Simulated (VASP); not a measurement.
# Co (Fm-3m) in VASP: a series of runs, part 3 of 3

VASP 6.6.1.

## Step 5: Single point, PBEsol, collinear spin, ferromagnetic start

This run uses another cell than the first one, of 10.43 Å³/atom, 0.932 times its volume.

File INCAR:

```
PREC = Accurate
ENCUT = 520
EDIFF = 1E-6
ISMEAR = 0
SIGMA = 0.1
LREAL = False
LASPH = True
NELM = 150
ALGO = Normal
ISIF = 2
LWAVE = False
LCHARG = True
ISPIN = 2
MAGMOM = 1.91
LORBIT = 11
LMAXMIX = 4
GGA = PS
LELF = True
LVHAR = True
NBANDS = 14
```

File KPOINTS:

```
Automatic mesh
0
Gamma
  20 20 20
```

File POSCAR:

```
Co
1.0
    0.0000000000      1.7339778333      1.7339778333
    1.7339778333      0.0000000000      1.7339778333
    1.7339778333      1.7339778333      0.0000000000
Co
1
Direct
    0.0000000000      0.0000000000      0.0000000000
```

Potentials or basis: VASP PAW PBE potentials, release 64 (Co).

Run with:

```console
cat potpaw_PBE.64/Co/POTCAR > POTCAR
mpirun -np 1 vasp_std > vasp.out
```

OUTCAR:

```text
PREC = Accurate
   ENCUT = 520
   EDIFF = 1E-6
   ISMEAR = 0
   LREAL = False
   LASPH = True
   NELM = 150
   ISIF = 2
   ISPIN = 2
   LORBIT = 11
   GGA = PS

 ion  position               nearest neighbor table
   1  0.000  0.000  0.000-

  LATTYP: Found a face centered cubic cell.
 ALAT       =     3.4679556666

  Lattice vectors:

 A1 = (   0.0000000000,   1.7339778333,   1.7339778333)
[... 1024 lines left out ...]
  --------------------------------------------------------------------------------------
  -------------------------------------------------------------------------------------
  Total       -0.0578889     -0.0578889     -0.0578889     -0.0000000     -0.0000000      0.0000000
  in kB       -8.8949830     -8.8949830     -8.8949830     -0.0000000     -0.0000000      0.0000000
  external PRESSURE =      -8.8949830 kB  Pullay stress =       0.0000000 kB

 VOLUME and BASIS-vectors are now :
 -----------------------------------------------------------------------------
  energy-cutoff  :      520.00
  volume of cell :       10.43
      direct lattice vectors                 reciprocal lattice vectors
     0.000000000  1.733977833  1.733977833    -0.288354321  0.288354321  0.288354321
     1.733977833  0.000000000  1.733977833     0.288354321 -0.288354321  0.288354321
     1.733977833  1.733977833  0.000000000     0.288354321  0.288354321 -0.288354321

 POSITION                                       TOTAL-FORCE (eV/Angst)
 -----------------------------------------------------------------------------------
      0.00000      0.00000      0.00000        -0.000000      0.000000      0.000000
 -----------------------------------------------------------------------------------
    total drift:                                0.000000      0.000000     -0.000000

  FREE ENERGIE OF THE ION-ELECTRON SYSTEM (eV)
  ---------------------------------------------------
  free  energy   TOTEN  =        -7.7185877013 eV

  energy  without entropy=       -7.7128281053  energy(sigma->0) =       -7.71570790

 total charge

# of ion       s       p       d       tot
------------------------------------------
    1        0.508   0.563   7.280   8.351

 magnetization (x)

# of ion       s       p       d       tot
------------------------------------------
    1       -0.013  -0.046   1.679   1.620
```

Run time: 41 s. Hardware: 1 thread of Intel Xeon Platinum 8488C (Sapphire Rapids), shared host; peak memory 0.17 GiB.

Results:

```yaml
Free_energy: -7.7186 eV
Pressure: -0.9 GPa
Net_moment: 1.61 μB per cell
Site_moments: Co +1.62 μB
Valence_electrons_inside_the_program's_atomic_spheres: Co 8.35
```

Caveat: the PAW data sets were made with another functional, which shifts forces and pressure a little.

## Step 6: Single point, PBEsol, collinear spin, ferromagnetic start

This run uses another cell than the first one, of 10.48 Å³/atom, 0.936 times its volume.

File INCAR:

```
SYSTEM = Co
ALGO     = Normal         ! electronic algorithm
EDIFF    = 1E-6           ! SCF threshold, eV
ENCUT    = 600            ! plane-wave cutoff, eV
GGA      = PS             ! functional
GGA_COMPAT= .False.      
ISIF     = 2              ! what is computed and relaxed
ISMEAR   = 0              ! smearing method
ISPIN    = 2              ! spin polarisation
LASPH    = .True.         ! aspherical terms in the spheres
LCHARG   = .False.        ! write CHGCAR
LMAXMIX  = 4              ! l up to which the mixer works
LORBIT   = 11             ! projections on sites
LREAL    = .False.        ! projectors in reciprocal space
LWAVE    = .False.        ! write WAVECAR
MAGMOM   = 1.94           ! initial moments
NBANDS   = 18             ! bands
NELM     = 200            ! most SCF steps
PREC     = Accurate       ! precision mode
SIGMA    = 0.1            ! smearing width, eV
```

File KPOINTS:

```
k-points
0
Gamma
  10 10 10
  0 0 0
```

File POSCAR:

```
Co
1.0
    0.0000000000      1.7367745623      1.7367745623
    1.7367745623      0.0000000000      1.7367745623
    1.7367745623      1.7367745623      0.0000000000
Co
1
Direct
    0.0000000000      0.0000000000      0.0000000000
```

Potentials or basis: VASP PAW PBE potentials, release 64 (Co_sv).

Run with:

```console
cat potpaw_PBE.64/Co_sv/POTCAR > POTCAR
mpirun -np 1 vasp_std > vasp.out
```

It took 22 s on 1 thread of AMD EPYC 7R43 (Zen 3), shared host; peak memory 0.1 GiB.

It converged, with:

* Free energy: -7.7970 eV
* Pressure: -4.5 GPa
* Net moment: 1.68 μB per cell
* Site moments: Co +1.72 μB
* Valence electrons inside the program's atomic spheres: Co 15.07

Levels at points of the mesh, in eV from the Fermi level:
Spin up:
```
           k point  band 6  band 7  band 8  band 9  band 10  band 11  band 12  band 13
(0.00, 0.00, 0.00)   -2.79   -2.79   -2.79   -1.64    -1.64    23.10    27.70    27.70
(0.50, 0.00, 0.00)   -2.91   -2.91   -0.70   -0.70    -0.45     6.38    21.68    25.27
(0.50, 0.50, 0.00)   -4.87   -0.80   -0.43   -0.43     2.44     9.87    15.09    15.09
```
Spin down:
```csv
k point,band 4,band 5,band 6,band 7,band 8,band 9,band 10,band 11,band 12,band 13
"(0.00, 0.00, 0.00)",-57.03,-9.25,-1.16,-1.16,-1.16,0.34,0.34,22.90,27.89,27.89
"(0.50, 0.00, 0.00)",-57.08,-4.49,-1.20,-1.20,-0.39,1.25,1.25,7.47,21.50,25.63
"(0.50, 0.50, 0.00)",-57.17,-4.34,-3.56,1.27,1.45,1.45,2.55,10.86,15.32,15.32
```

Caveat: the PAW data sets were made with another functional, which shifts forces and pressure a little.

## Step 7: Relaxation of cell and atoms, PBEsol, collinear spin, ferromagnetic start

File INCAR:

```
SYSTEM = Co
PREC = Accurate
ENCUT = 600
EDIFF = 1E-7
ISMEAR = 0
SIGMA = 0.1
LREAL = .False.
LASPH = .True.
NELM = 200
ALGO = Normal
ISIF = 3
LWAVE = .False.
LCHARG = .False.
ISPIN = 2
MAGMOM = 1.94
LORBIT = 11
LMAXMIX = 4
GGA = PS
IBRION = 2
NSW = 80
EDIFFG = -0.05
GGA_COMPAT = .False.
NELMIN = 4
```

File KPOINTS:

```
regular mesh
0
Gamma
  10 10 10
  0 0 0
```

File POSCAR:

```
Co
1.0
    0.0000000000      1.7753339114      1.7753339114
    1.7753339114      0.0000000000      1.7753339114
    1.7753339114      1.7753339114      0.0000000000
Co
1
Direct
    0.0000000000      0.0000000000      0.0000000000
```

Run with:

```console
cat potpaw_PBE.64/Co_sv/POTCAR > POTCAR
mpirun -np 1 vasp_std > vasp.out
```

Wall time 43 s (1 thread of Intel Xeon Platinum 8375C at 2.90GHz (Ice Lake), shared host); peak memory 0.14 GiB.

The run converged. Its results:

* Free energy: -7.8116 eV
* Relaxed volume: 10.37 Å³/atom
* Relaxed cell: a = 2.448 Å, b = 2.448 Å, c = 2.448 Å, α = 60.00°, β = 60.00°, γ = 60.00°
* Space group after relaxing (to 0.05 Å): Fm-3m (No. 225)
* Energy gained by relaxing: 47.6 meV/atom
* Ionic steps: 4
* Pressure after relaxing: -0.6 GPa
* Net moment: 1.67 μB per cell
* Site moments: Co +1.71 μB
* Valence electrons inside the program's atomic spheres: Co 15.09

The path:
| step | energy change (eV) | largest force (eV/Å) | pressure (GPa) | volume (Å³) |
| --- | --- | --- | --- | --- |
| 1 | 0.0000 | 0.0000 | -17.01 | 11.19 |
| 2 | 0.0824 | 0.0000 | 16.11 | 9.37 |
| 3 | -0.0445 | 0.0000 | 5.23 | 10.15 |
| 4 | -0.0476 | 0.0000 | -0.62 | 10.37 |

Final structure:
```
CELL_PARAMETERS angstrom
0.00000 1.73097 1.73097
1.73097 0.00000 1.73097
1.73097 1.73097 0.00000
ATOMIC_POSITIONS crystal
Co 0.00000 0.00000 0.00000
```

Levels at points of the mesh, in eV from the Fermi level:
Spin up:
```csv
k point,band 5,band 6,band 7,band 8,band 9,band 10,band 11,band 12,band 13
"(0.00, 0.00, 0.00)",-9.41,-2.80,-2.80,-2.80,-1.63,-1.63,23.18,27.86,27.86
"(0.50, 0.00, 0.00)",-5.50,-2.93,-2.93,-0.68,-0.68,-0.46,6.47,21.76,25.45
"(0.50, 0.50, 0.00)",-5.58,-4.91,-0.77,-0.41,-0.41,2.46,9.98,15.20,15.20
```
Spin down:
| k point | band 4 | band 5 | band 6 | band 7 | band 8 | band 9 | band 10 | band 11 | band 12 | band 13 |
| --- | --- | --- | --- | --- | --- | --- | --- | --- | --- | --- |
| (0.00, 0.00, 0.00) | -57.03 | -9.31 | -1.18 | -1.18 | -1.18 | 0.34 | 0.34 | 22.99 | 28.04 | 28.04 |
| (0.50, 0.00, 0.00) | -57.09 | -4.54 | -1.23 | -1.23 | -0.40 | 1.26 | 1.26 | 7.56 | 21.58 | 25.82 |
| (0.50, 0.50, 0.00) | -57.19 | -4.40 | -3.61 | 1.29 | 1.47 | 1.47 | 2.57 | 10.97 | 15.42 | 15.42 |

Caveat: the PAW data sets were made with another functional, which shifts forces and pressure a little.

## Step 8: Summary

| task | potentials or basis | cell | k mesh | cutoff (eV) | second run | gap on the mesh (eV) | pressure (GPa) | moment (μB) |
| --- | --- | --- | --- | --- | --- | --- | --- | --- |
| single point | VASP PAW PBE potentials, release 64 (Co) | a = 2.511 Å, angles 60.0°, 1 atom | 8 × 8 × 8 | 520 | - | none | -14.7 | 1.70 |
| single point | VASP PAW PBE potentials, release 64 (Co) | a = 2.456 Å, angles 60.0°, 1 atom | 10 × 10 × 10 | 520 | - | none | -1.1 | 1.67 |
| relaxation of cell and atoms | VASP PAW PBE potentials, release 64 (Co) | relaxed from a = 2.511 Å, angles 60.0°, 1 atom | 10 × 10 × 10 | 600 | - | none | -0.4 | 1.67 |
| single point | VASP PAW PBE potentials, release 64 (Co) | a = 2.452 Å, angles 60.0°, 1 atom | 20 × 20 × 20 | 520 | - | none | -0.9 | 1.61 |
| single point | VASP PAW PBE potentials, release 64 (Co_sv) | a = 2.456 Å, angles 60.0°, 1 atom | 10 × 10 × 10 | 600 | valence_matched | none | -4.5 | 1.68 |
| relaxation of cell and atoms | VASP PAW PBE potentials, release 64 (Co_sv) | relaxed from a = 2.511 Å, angles 60.0°, 1 atom | 10 × 10 × 10 | 600 | valence_matched | none | -0.6 | 1.67 |

Alike in all rows: level PBEsol; spin collinear, ferromagnetic start; smearing gaussian 0.1 eV.

Caveats: some runs use coarse meshes; the PAW data sets were made with another functional, which shifts forces and pressure a little.

Absolute energies hang on the potentials; compare differences alone.
